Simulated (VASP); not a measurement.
# AlNi3 (P6_3/mmc) in VASP: single point with PBE

Aim: the single point of AlNi3 with PBE.

All numbers are computed with VASP 6.6.1; they aren't measurements. Logs are shortened: lines on timing, memory, paths and dates and some standing lists are left out, and cuts for length are marked.

### Step 1. The cell of the first run

It takes space group P6_3/mmc (No. 194, hexagonal). The conventional cell has a = 5.009 Å, b = 5.009 Å, c = 4.040 Å, α = 90.00°, β = 90.00°, γ = 120.00°. Within 3.3 Å of Al (site symmetry -6m2) lie 12 Ni at 2.50 Å. Within 3.3 Å of Ni (site symmetry mm2) lie 8 Ni at 2.47 to 2.54 Å and 4 Al at 2.50 Å.

### Step 2. Single point, PBE, collinear spin, ferromagnetic start

The input, INCAR:

```
ALGO = Normal ; EDIFF = 1E-6
ENCUT = 520 ; GGA = PE
ISIF = 2 ; ISMEAR = 0
ISPIN = 2 ; LASPH = True
LCHARG = True ; LELF = True
LMAXMIX = 4 ; LORBIT = 11
LREAL = False ; LVHAR = True
LWAVE = False ; MAGMOM = 0 0 -2 -2 -2 -2 -2 -2
NBANDS = 47 ; NELM = 150
PREC = Accurate ; SIGMA = 0.05
```

The input, KPOINTS:

```
k-points
0
Gamma
  9 9 8
```

The input, POSCAR:

```
AlNi3
1.0
    5.0091156652      0.0000000000      0.0000000000
   -2.5045578326      4.3380214166      0.0000000000
    0.0000000000      0.0000000000      4.0402563800
Al Ni
2 6
Direct
    0.6666666700      0.3333333300      0.2500000000
    0.3333333300      0.6666666700      0.7500000000
    0.3285200000      0.1642600000      0.7500000000
    0.8357400000      0.1642600000      0.7500000000
    0.8357400000      0.6714800000      0.7500000000
    0.6714800000      0.8357400000      0.2500000000
    0.1642600000      0.8357400000      0.2500000000
    0.1642600000      0.3285200000      0.2500000000
```

Potentials or basis: VASP PAW PBE potentials, release 64 (Al, Ni).

Run with:

```console
$ cat potpaw_PBE.64/Al/POTCAR potpaw_PBE.64/Ni/POTCAR > POTCAR
$ mpirun -np 1 vasp_std > vasp.out
```

OUTCAR:

```text
EDIFF = 1E-6
   ENCUT = 520
   GGA = PE
   ISIF = 2
   ISMEAR = 0
   ISPIN = 2
   LASPH = True
   LORBIT = 11
   LREAL = False
   NELM = 150
   PREC = Accurate

 ion  position               nearest neighbor table
   1  0.667  0.333  0.250-   4 2.50   4 2.50   3 2.50   3 2.50   5 2.50   5 2.50   8 2.50   6 2.50
                             7 2.50   7 2.50   8 2.50   6 2.50
   2  0.333  0.667  0.750-   7 2.50   7 2.50   6 2.50   6 2.50   8 2.50   8 2.50   5 2.50   3 2.50
                             4 2.50   4 2.50   5 2.50   3 2.50
   3  0.329  0.164  0.750-   4 2.47   5 2.47   8 2.47   8 2.47   7 2.47   7 2.47   1 2.50   1 2.50
                             2 2.50   2 2.50   4 2.54   5 2.54
   4  0.836  0.164  0.750-   3 2.47   5 2.47   8 2.47   8 2.47   6 2.47   6 2.47   1 2.50   1 2.50
                             2 2.50   2 2.50   3 2.54   5 2.54
   5  0.836  0.671  0.750-   3 2.47   4 2.47   6 2.47   7 2.47   6 2.47   7 2.47   1 2.50   1 2.50
                             2 2.50   2 2.50   4 2.54   3 2.54
   6  0.671  0.836  0.250-   7 2.47   8 2.47   5 2.47   5 2.47   4 2.47   4 2.47   2 2.50   2 2.50
                             1 2.50   1 2.50   7 2.54   8 2.54
   7  0.164  0.836  0.250-   6 2.47   8 2.47   5 2.47   5 2.47   3 2.47   3 2.47   2 2.50   2 2.50
                             1 2.50   1 2.50   6 2.54   8 2.54
   8  0.164  0.329  0.250-   6 2.47   7 2.47   3 2.47   4 2.47   3 2.47   4 2.47   2 2.50   2 2.50
                             1 2.50   1 2.50   7 2.54   6 2.54

  LATTYP: Found a hexagonal cell.
 ALAT       =     5.0091156652
 C/A-ratio  =     0.8065807719

  Lattice vectors:

 A1 = (   5.0091156652,   0.0000000000,   0.0000000000)
 A2 = (  -2.5045578326,   4.3380214166,   0.0000000000)
 A3 = (   0.0000000000,   0.0000000000,   4.0402563800)

Analysis of symmetry for initial positions (statically):
=====================================================================
 Subroutine PRICEL returns:
 Original cell was already a primitive cell.

 Routine SETGRP: Setting up the symmetry group for a
 hexagonal supercell.

 Subroutine GETGRP returns: Found 24 space group operations
 (whereof 12 operations were pure point group operations)
 out of a pool of 24 trial point group operations.

The static configuration has the point symmetry D_3d.
 The point group associated with its full space group is D_6h.

Analysis of symmetry for dynamics (positions and initial velocities):
=====================================================================
 Subroutine PRICEL returns:
 Original cell was already a primitive cell.

 Routine SETGRP: Setting up the symmetry group for a
 hexagonal supercell.

 Subroutine GETGRP returns: Found 24 space group operations
 (whereof 12 operations were pure point group operations)
 out of a pool of 24 trial point group operations.

The dynamic configuration has the point symmetry D_3d.
 The point group associated with its full space group is D_6h.

Analysis of structural, dynamic, and magnetic symmetry:
=====================================================================
 Subroutine PRICEL returns:
 Original cell was already a primitive cell.

 Routine SETGRP: Setting up the symmetry group for a
 hexagonal supercell.

 Subroutine GETGRP returns: Found 24 space group operations
 (whereof 12 operations were pure point group operations)
 out of a pool of 24 trial point group operations.

The overall configuration has the point symmetry D_3d.
 The point group associated with its full space group is D_6h.

 Subroutine INISYM returns: Found 24 space group operations
 (whereof 12 operations are pure point group operations),
 and found     1 'primitive' translations

----------------------------------------------------------------------------------------

                                     Primitive cell

  volume of cell :      87.7934

  direct lattice vectors                    reciprocal lattice vectors
     5.009115665  0.000000000  0.000000000     0.199636037  0.115259920  0.000000000
    -2.504557833  4.338021417  0.000000000     0.000000000  0.230519839  0.000000000
     0.000000000  0.000000000  4.040256380     0.000000000  0.000000000  0.247509045

  length of vectors
     5.009115665  5.009115665  4.040256380     0.230519839  0.230519839  0.247509045

  position of ions in fractional coordinates (direct lattice)
     0.666666670  0.333333330  0.250000000
[... 74 lines left out ...]
   total plane-waves  NPLWV =  48000
   dimension x,y,z NGX =    40 NGY =   40 NGZ =   30
   dimension x,y,z NGXF=    80 NGYF=   80 NGZF=   60
   ions per type =               2   6
   NGX,Y,Z   is equivalent  to a cutoff of  13.28, 13.28, 12.34 a.u.
   NGXF,Y,Z  is equivalent  to a cutoff of  26.55, 26.55, 24.69 a.u.
 SYSTEM =  unknown system
   PREC   = accura    normal or accurate (medium, high low for compatibility)
   ISTART =      0    job   : 0-new  1-cont  2-samecut
   ICHARG =      2    charge: 1-file 2-atom 10-const
   ISPIN  =      2    spin polarized calculation?
   LNONCOLLINEAR =      F non collinear calculations
   LSORBIT =      F    spin-orbit coupling
   LASPH  =      T    aspherical Exc in radial PAW
   ENCUT  =  520.0 eV  38.22 Ry    6.18 a.u.   9.31  9.31  7.51*2*pi/ulx,y,z
   NELM   =    150;   NELMIN=  2; NELMDL= -5     # of ELM steps
   EDIFF  = 0.1E-05   stopping-criterion for ELM
   LREAL  =      F    real-space projection
[... 7 lines left out ...]
   TEBEG  =    0.0;   TEEND  =   0.0 temperature during run
   PSTRESS=    0.0 pullay stress
   NELECT =      66.0000    total number of electrons
   NUPDOWN=      -1.0000    fix difference up-down
   EMIN   =  10.00;   EMAX   =-10.00  energy-range for DOS
   EFERMI =   0.00;   METHOD = LEGACY
   ISMEAR =     0;   SIGMA  =   0.05  broadening in eV -4-tet -1-fermi 0-gaus
   EFERMI_NEDOS =   21; number of points for ismear=-14 and -15
   IALGO  =     38    algorithm
   IMIX   =      4    mixing-type and parameters
     AMIX     =   0.40;   BMIX     =  1.00
     AMIX_MAG =   1.60;   BMIX_MAG =  1.00
  volume/ion in A,a.u.               =      10.97        74.06
  Fermi-wavevector in a.u.,A,eV,Ry     =   1.488569  2.812987 30.148294  2.215837
  Thomas-Fermi vector in A             =   2.601587
   LORBIT       =     11    0 simple, 1 ext, 2 COOP (PROOUT), +10 PAW based schemes
   GGA     = PE    functional components
   LHFCALC =     F    Hartree Fock is set to
   AEXX    =    0.0000 exact exchange contribution
   IVDW    =     0    specifies the selected vdW correction
   LEPSILON=     F    determine dielectric tensor
   LRPA    =     F    only Hartree local field effects (RPA)
 spin polarized calculation
 Gauss-broadening in eV      SIGMA  =   0.05
  energy-cutoff  :      520.00
  volume of cell :       87.79
 maximum number of plane-waves:      2379
 NGX is ok and might be reduce to    40
   NGX = 19   NGY = 19   NGZ = 15

 number of electron      66.0000000 magnetization     -12.0000000

 number of electron      66.0000007 magnetization      -1.0316338

 Free energy of the ion-electron system (eV)
  ---------------------------------------------------
  ext. energy  EPLUGINS =         0.00000000
  ---------------------------------------------------
  free energy    TOTEN  =       -43.65118753 eV

  energy without entropy =      -43.64054862  energy(sigma->0) =      -43.64586808

 E-fermi :   9.9039     XC(G=0): -12.8304

 val. band max:        9.9020149873   @ k =   0.0000   0.0000   0.1250
 cond. band min:       9.9042133075   @ k =   0.2222   0.0000   0.3750
 fundamental gap:      0.0021983202
 Fermi energy:         9.9039183105

 spin component 1

 k-point     1 :       0.0000    0.0000    0.0000
  band No.  band energies     occupation
      1      -0.2654      1.00000
      2       4.3757      1.00000
      3       5.8842      1.00000
      4       5.8842      1.00000
      5       6.0193      1.00000
      6       6.0972      1.00000
[... 1141 lines left out ...]
     44      18.8200      0.00000
     45      18.8253      0.00000

 [... further k-points ...]

 spin component 2

 k-point     1 :       0.0000    0.0000    0.0000
  band No.  band energies     occupation
      1      -0.2453      1.00000
      2       4.3549      1.00000
      3       5.7883      1.00000
      4       5.7883      1.00000
      5       5.9477      1.00000
      6       5.9572      1.00000
[... 1141 lines left out ...]
     44      18.8102      0.00000
     45      18.8102      0.00000

 [... further k-points ...]

 [bands above 45 left out]

------------------------ aborting loop because EDIFF is reached ----------------------------------------

  FORCE on cell =-STRESS in cart. coord.  units (eV):
  Direction    XX          YY          ZZ          XY          YZ          ZX
  --------------------------------------------------------------------------------------
  -------------------------------------------------------------------------------------
  Total        3.8000893      3.8000893      3.4922894      0.0000000     -0.0000000      0.0000000
  in kB       69.3493993     69.3493993     63.7322318      0.0000000     -0.0000000      0.0000000
  external PRESSURE =      67.4770101 kB  Pullay stress =       0.0000000 kB

 VOLUME and BASIS-vectors are now :
 -----------------------------------------------------------------------------
  energy-cutoff  :      520.00
  volume of cell :       87.79
      direct lattice vectors                 reciprocal lattice vectors
     5.009115665  0.000000000  0.000000000     0.199636037  0.115259920  0.000000000
    -2.504557833  4.338021417  0.000000000     0.000000000  0.230519839  0.000000000
     0.000000000  0.000000000  4.040256380     0.000000000  0.000000000  0.247509045

 POSITION                                       TOTAL-FORCE (eV/Angst)
 -----------------------------------------------------------------------------------
      2.50456      1.44601      1.01006        -0.000000      0.000000      0.000000
     -0.00000      2.89201      3.03019        -0.000000     -0.000000      0.000000
      1.23420      0.71256      3.03019         0.082824      0.047818      0.000000
      3.77492      0.71256      3.03019        -0.082824      0.047818     -0.000000
      2.50456      2.91289      3.03019        -0.000000     -0.095637      0.000000
      1.27036      3.62546      1.01006        -0.082824     -0.047818      0.000000
     -1.27036      3.62546      1.01006         0.082824     -0.047818      0.000000
      0.00000      1.42513      1.01006        -0.000000      0.095637      0.000000
 -----------------------------------------------------------------------------------
    total drift:                               -0.000000      0.000000      0.000000

  FREE ENERGIE OF THE ION-ELECTRON SYSTEM (eV)
  ---------------------------------------------------
  free  energy   TOTEN  =       -43.6511875314 eV

  energy  without entropy=      -43.6405486234  energy(sigma->0) =      -43.64586808

 total charge

# of ion       s       p       d       tot
------------------------------------------
    1        0.405   0.411   0.000   0.816
    2        0.405   0.411   0.000   0.816
    3        0.502   0.540   8.403   9.444
    4        0.502   0.540   8.403   9.444
    5        0.502   0.540   8.403   9.444
    6        0.502   0.540   8.403   9.444
    7        0.502   0.540   8.403   9.444
    8        0.502   0.540   8.403   9.444
--------------------------------------------------
tot          3.819   4.064  50.415  58.299

 magnetization (x)

# of ion       s       p       d       tot
------------------------------------------
    1        0.001   0.005   0.000   0.006
    2        0.001   0.005   0.000   0.006
    3        0.002   0.007  -0.192  -0.183
    4        0.002   0.007  -0.192  -0.183
    5        0.002   0.007  -0.192  -0.183
    6        0.002   0.007  -0.192  -0.183
    7        0.002   0.007  -0.192  -0.183
    8        0.002   0.007  -0.192  -0.183
--------------------------------------------------
tot          0.013   0.050  -1.150  -1.086
```

Wall time 12 min (1 thread of Oxide Virtual Turin-like, shared host); peak memory 0.44 GiB.

Results:

| Quantity | Value |
| --- | --- |
| Free energy | -43.6512 eV |
| Pressure | 6.7 GPa |
| Largest force | 0.096 eV/Å |
| Net moment | -1.03 μB per cell |
| Site moments | Al +0.01; Ni -0.18 μB |
| Valence electrons inside the program's atomic spheres | Al 0.82; Ni 9.44 |

Forces on the atoms (eV/Å):
```
Al   0.000  0.000  0.000
Al   0.000  0.000  0.000
Ni   0.083  0.048  0.000
Ni  -0.083  0.048  0.000
Ni   0.000 -0.096  0.000
Ni  -0.083 -0.048  0.000
Ni   0.083 -0.048  0.000
Ni   0.000  0.096  0.000
```

Caveat: the cell stands under pressure.
